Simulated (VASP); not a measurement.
Set up this calculation in VASP 6.6.1, as the native input.

```yaml
Task: single point
Functional: PBEsol
Potentials_or_basis: VASP PAW PBE potentials, release 64 (Zr_sv)
Cutoff: 520 eV
k_mesh: 18 × 18 × 10
Occupations: gaussian, width 0.15 eV
Spin: no spin polarisation
Dipole_correction: no
Further_INCAR_settings: ALGO = Fast; EDIFF = 1e-06; NBANDS = 19
```

The structure of Zr lies in POSCAR:

```
Zr
1.0
    3.2319982225      0.0000000000      0.0000000000
   -1.6159991112      2.7989925657      0.0000000000
    0.0000000000      0.0000000000      5.1470000000
Zr
2
Direct
    0.2797426229      0.5594852459      0.2208568098
    0.6666666667      0.3333333333      0.7500000000
```

This cell differs from its parent crystal: atom 1 (Zr) moved by (-0.300, -0.150) A along y and z.

The input as run:

INCAR

```
SYSTEM = Zr
  PREC = Accurate
  ENCUT = 520
  EDIFF = 1E-6
  ISMEAR = 0
  SIGMA = 0.15
  LREAL = .False.
  LASPH = .True.
  NELM = 60
  ALGO = Fast
  ISIF = 2
  LWAVE = .False.
  LCHARG = .False.
  GGA = PS
  NBANDS = 19
```

KPOINTS

```
Automatic mesh
0
Gamma
  18 18 10
  0 0 0
```

Potentials or basis: VASP PAW PBE potentials, release 64 (Zr_sv).

The run is started by

```sh
$ cat potpaw_PBE.64/Zr_sv/POTCAR > POTCAR
$ mpirun -np 1 vasp_std > vasp.out
```

It gave:

```yaml
Pressure: -2.8 GPa
Largest_force: 0.653 eV/Å
Band_gap_on_the_k_mesh: zero (bands 12 and 13 overlap by 1.16 eV)
```

Caveat: the cell differs from its parent crystal (atom 1 (Zr) moved by (-0.300, -0.150) A along y and z); the PAW data sets were made with another functional, which shifts forces and pressure a little.

Run time: 13 min on 1 thread of Intel(R) Xeon(R) Platinum 8259CL CPU @ 2.50GHz (Skylake/Cascade Lake), on a shared host, peak memory 0.66 GiB.
